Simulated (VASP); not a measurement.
Write the native input for VASP 6.6.1 that does the following.

- Task: single point
- Functional: PBE
- Potentials or basis: VASP PAW PBE potentials, release 64 (Au)
- Cutoff: 500 eV
- k mesh: 18 × 18 × 18
- Occupations: methfessel-paxton, width 0.2 eV
- Spin: no spin polarisation
- Dipole correction: no
- Further INCAR settings: ALGO = Normal; EDIFF = 1e-06; NBANDS = 12

The structure of Au lies in POSCAR:

```
Au
1.0
    0.0000000000      2.0788576853      2.0788576853
    2.0788576853      0.0000000000      2.0788576853
    2.0788576853      2.0788576853      0.0000000000
Au
1
Direct
    0.0000000000      0.0000000000      0.0000000000
```

These files were run (other wordings do the same):

INCAR

```
ALGO = Normal
EDIFF = 1E-6
ENCUT = 500
GGA = PE
GGA_COMPAT = False
ISIF = 2
ISMEAR = 1
LASPH = True
LCHARG = True
LELF = True
LREAL = False
LVHAR = True
LWAVE = False
NBANDS = 12
NELM = 120
PREC = Accurate
SIGMA = 0.2
```

KPOINTS

```
k-points
0
Gamma
  18 18 18
```

Potentials or basis: VASP PAW PBE potentials, release 64 (Au).

Run with:

```sh
$ cat potpaw_PBE.64/Au/POTCAR > POTCAR
$ mpirun -np 1 vasp_std > vasp.out
```

It gave:

```json
{"Pressure": "-0.2 GPa"}
```

Wall time 19 s on 1 thread of AMD EPYC 9R45 96-Core Processor (Zen 5) (shared host), peak memory 0.14 GiB.
